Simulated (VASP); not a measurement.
# Ta2AlN3 (P6/mmm) in VASP: a series of runs

Ta2AlN3 is run at these levels: PBE; tasks: single point, relaxation of cell and atoms.

Program: VASP 6.6.1. These are calculated values, not measurements. Logs are shortened: lines on timing, memory, paths and dates and some standing lists are left out, and cuts for length are marked.

**1. The cell of the first run**

Symmetry: P6/mmm, No. 191, hexagonal system. The conventional cell has a = 5.452 Å, b = 5.452 Å, c = 2.845 Å, α = 90.00°, β = 90.00°, γ = 120.00°. Ta (site symmetry -6m2) has 6 N at 2.12 Å within 2.8 Å. Al (site symmetry 6/mmm) has 6 N at 2.73 Å and 2 Al at 2.85 Å and 12 Ta at 3.45 Å within 3.6 Å. N (site symmetry mmm) has 4 Ta at 2.12 Å and 4 N at 2.73 Å and 2 Al at 2.73 Å within 2.8 Å.

**2. Single point, PBE**

INCAR reads:

```
ALGO = Normal ; EDIFF = 1E-6
ENCUT = 520 ; GGA = PE
ISIF = 2 ; ISMEAR = 0
LASPH = True ; LCHARG = False
LREAL = False ; LWAVE = False
NBANDS = 29 ; NELM = 100
PREC = Accurate ; SIGMA = 0.1
```

KPOINTS reads:

```
k-points
0
Gamma
  6 6 6
```

POSCAR reads:

```
Ta2AlN3
1.0
    5.4516851745     -0.0000000029      0.0000000000
   -2.7258425848      4.7212978560      0.0000000000
    0.0000000000      0.0000000000      2.8452388240
Ta Al N
2 1 3
Direct
    0.3333333333      0.6666666667      0.5000000000
    0.6666666667      0.3333333333      0.5000000000
    0.0000000000      0.0000000000      0.0000000000
    0.5000000000      0.0000000000      0.0000000000
    0.5000000000      0.5000000000      0.0000000000
    0.0000000000      0.5000000000      0.0000000000
```

Potentials or basis: VASP PAW PBE potentials, release 64 (Ta_pv, Al, N).

Run with:

```console
$ cat potpaw_PBE.64/Ta_pv/POTCAR potpaw_PBE.64/Al/POTCAR potpaw_PBE.64/N/POTCAR > POTCAR
$ mpirun -np 1 vasp_std > vasp.out
```

OUTCAR:

```text
EDIFF = 1E-6
   ENCUT = 520
   GGA = PE
   ISIF = 2
   ISMEAR = 0
   LASPH = True
   LREAL = False
   NELM = 100
   PREC = Accurate

 ion  position               nearest neighbor table
   1  0.333  0.667  0.500-   6 2.12   6 2.12   4 2.12   4 2.12   5 2.12   5 2.12   2 3.15   2 3.15
                             2 3.15   3 3.45   3 3.45   3 3.45   3 3.45   3 3.45   3 3.45
   2  0.667  0.333  0.500-   6 2.12   6 2.12   4 2.12   4 2.12   5 2.12   5 2.12   1 3.15   1 3.15
                             1 3.15   3 3.45   3 3.45   3 3.45   3 3.45   3 3.45   3 3.45
   3  0.000  0.000  0.000-   1 3.45   2 3.45   1 3.45   2 3.45   2 3.45   2 3.45   1 3.45   1 3.45
                             2 3.45   2 3.45   1 3.45   1 3.45
   4  0.500  0.000  0.000-   1 2.12   2 2.12   1 2.12   2 2.12
   5  0.500  0.500  0.000-   1 2.12   2 2.12   1 2.12   2 2.12
   6  0.000  0.500  0.000-   1 2.12   2 2.12   1 2.12   2 2.12

  LATTYP: Found a hexagonal cell.
 ALAT       =     5.4516851745
 C/A-ratio  =     0.5219007945

  Lattice vectors:

 A1 = (   5.4516851745,  -0.0000000029,   0.0000000000)
 A2 = (  -2.7258425848,   4.7212978560,   0.0000000000)
 A3 = (   0.0000000000,   0.0000000000,   2.8452388240)

Analysis of symmetry for initial positions (statically):
=====================================================================
 Subroutine PRICEL returns:
 Original cell was already a primitive cell.

 Routine SETGRP: Setting up the symmetry group for a
 hexagonal supercell.

 Subroutine GETGRP returns: Found 24 space group operations
 (whereof 24 operations were pure point group operations)
 out of a pool of 24 trial point group operations.

The static configuration has the point symmetry D_6h.

Analysis of symmetry for dynamics (positions and initial velocities):
=====================================================================
 Subroutine PRICEL returns:
 Original cell was already a primitive cell.

 Routine SETGRP: Setting up the symmetry group for a
 hexagonal supercell.

 Subroutine GETGRP returns: Found 24 space group operations
 (whereof 24 operations were pure point group operations)
 out of a pool of 24 trial point group operations.

The dynamic configuration has the point symmetry D_6h.

 Subroutine INISYM returns: Found 24 space group operations
 (whereof 24 operations are pure point group operations),
 and found     1 'primitive' translations

----------------------------------------------------------------------------------------

                                     Primitive cell

  volume of cell :      73.2337

  direct lattice vectors                    reciprocal lattice vectors
     5.451685174 -0.000000003  0.000000000     0.183429521  0.105903083  0.000000000
    -2.725842585  4.721297856  0.000000000     0.000000000  0.211806167  0.000000000
     0.000000000  0.000000000  2.845238824     0.000000000  0.000000000  0.351464345

  length of vectors
     5.451685174  5.451685175  2.845238824     0.211806167  0.211806167  0.351464345

  position of ions in fractional coordinates (direct lattice)
     0.333333333  0.666666667  0.500000000
     0.666666667  0.333333333  0.500000000
     0.000000000  0.000000000  0.000000000
     0.500000000  1.000000000  0.000000000
     0.500000000  0.500000000  0.000000000
     0.000000000  0.500000000  0.000000000

  ion indices of the primitive-cell ions
   primitive index   ion index
                 1           1
                 2           2
                 3           3
                 4           4
                 5           5
                 6           6

----------------------------------------------------------------------------------------

 KPOINTS: k-points

Automatic generation of k-mesh.
 Grid dimensions read from file:
 generate k-points for:    6    6    6

 Generating k-lattice:

  Cartesian coordinates                     Fractional coordinates (reciprocal lattice)
     0.030571587  0.017650514  0.000000000     0.166666667  0.000000000  0.000000000
     0.000000000  0.035301028  0.000000000     0.000000000  0.166666667  0.000000000
     0.000000000  0.000000000  0.058577391     0.000000000  0.000000000  0.166666667

  Length of vectors
     0.035301028  0.035301028  0.058577391

  Shift w.r.t. Gamma in fractional coordinates (k-lattice)
     0.000000000  0.000000000  0.000000000

 Subroutine IBZKPT returns following result:
 ===========================================

 Found     28 irreducible k-points:

 Following reciprocal coordinates:
            Coordinates               Weight
  0.000000  0.000000  0.000000      1.000000
  0.166667  0.000000  0.000000      6.000000
  0.333333 -0.000000  0.000000      6.000000
  0.500000  0.000000  0.000000      3.000000
  0.166667  0.166667  0.000000      6.000000
  0.333333  0.166667  0.000000     12.000000
[... 16 lines left out ...]
  0.166667  0.000000  0.500000      6.000000
  0.333333 -0.000000  0.500000      6.000000
 [... further k-points ...]
   k-points           NKPTS =     28   k-points in BZ     NKDIM =     28   number of bands    NBANDS=     29
   number of dos      NEDOS =    301   number of ions     NIONS =      6
   total plane-waves  NPLWV =  42336
   dimension x,y,z NGX =    42 NGY =   42 NGZ =   24
   dimension x,y,z NGXF=    84 NGYF=   84 NGZF=   48
   ions per type =               2   1   3
   NGX,Y,Z   is equivalent  to a cutoff of  12.81, 12.81, 14.02 a.u.
   NGXF,Y,Z  is equivalent  to a cutoff of  25.62, 25.62, 28.05 a.u.
 SYSTEM =  unknown system
   PREC   = accura    normal or accurate (medium, high low for compatibility)
   ISTART =      0    job   : 0-new  1-cont  2-samecut
   ICHARG =      2    charge: 1-file 2-atom 10-const
   ISPIN  =      1    spin polarized calculation?
   LNONCOLLINEAR =      F non collinear calculations
   LSORBIT =      F    spin-orbit coupling
   LASPH  =      T    aspherical Exc in radial PAW
   ENCUT  =  520.0 eV  38.22 Ry    6.18 a.u.  10.14 10.14  5.29*2*pi/ulx,y,z
   NELM   =    100;   NELMIN=  2; NELMDL= -5     # of ELM steps
   EDIFF  = 0.1E-05   stopping-criterion for ELM
   LREAL  =      F    real-space projection
   EDIFFG = 0.1E-04   stopping-criterion for IOM
   NSW    =      0    number of steps for IOM
   IBRION =     -1    ionic relax: 0-MD 1-quasi-New 2-CG
   NFREE  =      0    steps in history (QN), initial steepest desc. (CG)
   ISIF   =      2    stress and relaxation
   ISYM   =      2    0-nonsym 1-usesym 2-fastsym
   POTIM  = 0.5000    time-step for ionic-motion
   TEBEG  =    0.0;   TEEND  =   0.0 temperature during run
   PSTRESS=    0.0 pullay stress
   NELECT =      40.0000    total number of electrons
   NUPDOWN=      -1.0000    fix difference up-down
   EMIN   =  10.00;   EMAX   =-10.00  energy-range for DOS
   EFERMI =   0.00;   METHOD = LEGACY
   ISMEAR =     0;   SIGMA  =   0.10  broadening in eV -4-tet -1-fermi 0-gaus
   EFERMI_NEDOS =   21; number of points for ismear=-14 and -15
   IALGO  =     38    algorithm
   IMIX   =      4    mixing-type and parameters
     AMIX     =   0.40;   BMIX     =  1.00
     AMIX_MAG =   1.60;   BMIX_MAG =  1.00
  volume/ion in A,a.u.               =      12.21        82.37
  Fermi-wavevector in a.u.,A,eV,Ry     =   1.338211  2.528852 24.365424  1.790808
  Thomas-Fermi vector in A             =   2.466699
   LORBIT       =      0    0 simple, 1 ext, 2 COOP (PROOUT), +10 PAW based schemes
   GGA     = PE    functional components
   LHFCALC =     F    Hartree Fock is set to
   AEXX    =    0.0000 exact exchange contribution
   IVDW    =     0    specifies the selected vdW correction
   LEPSILON=     F    determine dielectric tensor
   LRPA    =     F    only Hartree local field effects (RPA)
 non-spin polarized calculation
 Gauss-broadening in eV      SIGMA  =   0.10
  energy-cutoff  :      520.00
  volume of cell :       73.23
 maximum number of plane-waves:      1997
 NGX is ok and might be reduce to    42
   NGX = 21   NGY = 21   NGZ = 11

 number of electron      39.9999993 magnetization

 Free energy of the ion-electron system (eV)
  ---------------------------------------------------
  ext. energy  EPLUGINS =         0.00000000
  ---------------------------------------------------
  free energy    TOTEN  =       -56.22688821 eV

  energy without entropy =      -56.22018318  energy(sigma->0) =      -56.22353569

 E-fermi :   7.7892     XC(G=0): -11.8761

 val. band max:        7.7664075994   @ k =   0.1667   0.0000   0.5000
 cond. band min:       7.8011408160   @ k =   0.1667   0.1667   0.5000
 fundamental gap:      0.0347332166
 Fermi energy:         7.7892326116

 k-point     1 :       0.0000    0.0000    0.0000
  band No.  band energies     occupation
      1     -28.8365      2.00000
      2     -28.8365      2.00000
      3     -28.5358      2.00000
      4     -28.5358      2.00000
      5     -28.1388      2.00000
      6     -28.0626      2.00000
[... 21 lines left out ...]
     28      12.3578      0.00000
     29      12.3578      0.00000

 k-point     2 :       0.1667    0.0000    0.0000
  band No.  band energies     occupation
      1     -28.8412      2.00000
      2     -28.8213      2.00000
      3     -28.5521      2.00000
      4     -28.5309      2.00000
      5     -28.1343      2.00000
      6     -28.0671      2.00000
[... 21 lines left out ...]
     28      11.6812      0.00000
     29      11.8455      0.00000

 k-point     3 :       0.3333   -0.0000    0.0000
  band No.  band energies     occupation
      1     -28.8502      2.00000
      2     -28.7835      2.00000
      3     -28.5920      2.00000
      4     -28.5215      2.00000
      5     -28.1228      2.00000
      6     -28.0788      2.00000
[... 21 lines left out ...]
     28      11.0695      0.00000
     29      11.2008      0.00000

 k-point     4 :       0.5000    0.0000    0.0000
  band No.  band energies     occupation
      1     -28.8545      2.00000
      2     -28.7568      2.00000
      3     -28.6197      2.00000
      4     -28.5170      2.00000
      5     -28.1135      2.00000
      6     -28.0881      2.00000
[... 21 lines left out ...]
     28      10.8184      0.00000
     29      11.4708      0.00000

 k-point     5 :       0.1667    0.1667    0.0000
  band No.  band energies     occupation
      1     -28.8496      2.00000
      2     -28.7918      2.00000
      3     -28.5832      2.00000
      4     -28.5222      2.00000
      5     -28.1262      2.00000
      6     -28.0754      2.00000
[... 21 lines left out ...]
     28      11.1522      0.00000
     29      11.6024      0.00000
[... 510 lines left out ...]
     28      11.8121      0.00000
     29      12.4839      0.00000

 k-point    22 :       0.0000    0.0000    0.5000
  band No.  band energies     occupation
      1     -29.1387      2.00000
      2     -28.9986      2.00000
      3     -28.6724      2.00000
      4     -28.6724      2.00000
      5     -28.4099      2.00000
      6     -28.4099      2.00000
[... 21 lines left out ...]
     28      11.4381      0.00000
     29      14.5904      0.00000

 k-point    23 :       0.1667    0.0000    0.5000
  band No.  band energies     occupation
      1     -29.1305      2.00000
      2     -29.0069      2.00000
      3     -28.6763      2.00000
      4     -28.6588      2.00000
      5     -28.4241      2.00000
      6     -28.4059      2.00000
[... 21 lines left out ...]
     28      11.6803      0.00000
     29      13.8429      0.00000

 k-point    24 :       0.3333   -0.0000    0.5000
  band No.  band energies     occupation
      1     -29.1094      2.00000
      2     -29.0285      2.00000
      3     -28.6837      2.00000
      4     -28.6252      2.00000
      5     -28.4589      2.00000
      6     -28.3982      2.00000
[... 21 lines left out ...]
     28      12.0512      0.00000
     29      12.4678      0.00000

 [... further k-points ...]
[... 5 lines left out ...]
  --------------------------------------------------------------------------------------
  -------------------------------------------------------------------------------------
  Total        0.2655073      0.2655073      0.3106123     -0.0000000     -0.0000000      0.0000000
  in kB        5.8086619      5.8086619      6.7954515     -0.0000000     -0.0000000      0.0000000
  external PRESSURE =       6.1375917 kB  Pullay stress =       0.0000000 kB

 VOLUME and BASIS-vectors are now :
 -----------------------------------------------------------------------------
  energy-cutoff  :      520.00
  volume of cell :       73.23
      direct lattice vectors                 reciprocal lattice vectors
     5.451685174 -0.000000003  0.000000000     0.183429521  0.105903083  0.000000000
    -2.725842585  4.721297856  0.000000000     0.000000000  0.211806167  0.000000000
     0.000000000  0.000000000  2.845238824     0.000000000  0.000000000  0.351464345

 POSITION                                       TOTAL-FORCE (eV/Angst)
 -----------------------------------------------------------------------------------
      0.00000      3.14753      1.42262         0.000000     -0.000000     -0.000000
      2.72584      1.57377      1.42262        -0.000000      0.000000      0.000000
      0.00000      0.00000      0.00000         0.000000      0.000000     -0.000000
      2.72584     -0.00000      0.00000         0.000000      0.000000     -0.000000
      1.36292      2.36065      0.00000         0.000000      0.000000     -0.000000
     -1.36292      2.36065      0.00000         0.000000      0.000000     -0.000000
 -----------------------------------------------------------------------------------
    total drift:                                0.000000      0.000000     -0.000000

  FREE ENERGIE OF THE ION-ELECTRON SYSTEM (eV)
  ---------------------------------------------------
  free  energy   TOTEN  =       -56.2268882105 eV

  energy  without entropy=      -56.2201831754  energy(sigma->0) =      -56.22353569
```

Wall time 25 s (1 thread of Intel Xeon 6975P-C (Granite Rapids), shared host); peak memory 0.22 GiB.

Results:

| Quantity | Value |
| --- | --- |
| Free energy | -56.2269 eV |
| Pressure | 0.6 GPa |
| Band gap on the k mesh | zero (band 20 reaches 8.25 eV, above the bottom of band 21 at 6.18 eV) |

Caveat: the k points lie up to 0.37 Å⁻¹ apart; spin-orbit coupling is left out, which moves the levels of the heavy elements.

**3. Single point, PBE**

This run uses another cell than the first one, of 13.33 Å³/atom, 1.092 times its volume.

INCAR reads:

```
SYSTEM = Ta2AlN3
ALGO = Normal
EDIFF = 1E-6
ENCUT = 520
GGA = PE
ISIF = 2
ISMEAR = 0
LASPH = .TRUE.
LCHARG = .FALSE.
LREAL = .FALSE.
LWAVE = .FALSE.
NBANDS = 29
NELM = 80
PREC = Accurate
SIGMA = 0.1
```

KPOINTS reads:

```
k-points
0
G
  6 6 6
  0 0 0
```

POSCAR reads:

```
Ta2AlN3
1.0
    5.4834595500      0.0000000000      0.0000000000
   -2.7417297700      4.7488152700      0.0000000000
    0.0000000000      0.0000000000      3.0718359700
Ta Al N
2 1 3
Direct
    0.3333333300      0.6666666700      0.5000000000
    0.6666666700      0.3333333300      0.5000000000
    0.0000000000      0.0000000000      0.0000000000
    0.5000000000      0.0000000000      0.0000000000
    0.5000000000      0.5000000000      0.0000000000
    0.0000000000      0.5000000000      0.0000000000
```

Potentials or basis: VASP PAW PBE potentials, release 64 (Ta_pv, Al, N).

Run with:

```console
$ cat potpaw_PBE.64/Ta_pv/POTCAR potpaw_PBE.64/Al/POTCAR potpaw_PBE.64/N/POTCAR > POTCAR
$ mpirun -np 1 vasp_std > vasp.out
```

Run time: 33 s. Hardware: 1 thread of Intel Xeon 6975P-C (Granite Rapids), shared host; peak memory 0.22 GiB.

It converged, with:

- Free energy: -55.3471 eV
- Pressure: -20.9 GPa
- Band gap on the k mesh: zero (band 20 reaches 7.23 eV, above the bottom of band 21 at 5.47 eV)

Stress tensor (GPa, compression positive):
```
 -9.86   0.00   0.00
  0.00  -9.86   0.00
  0.00   0.00 -42.91
```

Levels at points of the mesh, in eV from the Fermi level:
```
           k point  band 18  band 19  band 20  band 21  band 22  band 23
(0.00, 0.00, 0.00)    -2.68    -2.28    -1.71     0.00     0.00     1.03
(0.50, 0.00, 0.00)    -2.59    -2.39    -1.95     0.56     0.63     1.26
(0.00, 0.00, 0.50)    -1.51    -1.44    -1.44    -1.25    -0.97     2.31
(0.50, 0.00, 0.50)    -3.24    -1.87    -0.16     0.73     0.80     1.39
```

Caveat: spin-orbit coupling is left out, which moves the levels of the heavy elements.

(Continued in part 2 of 2.)
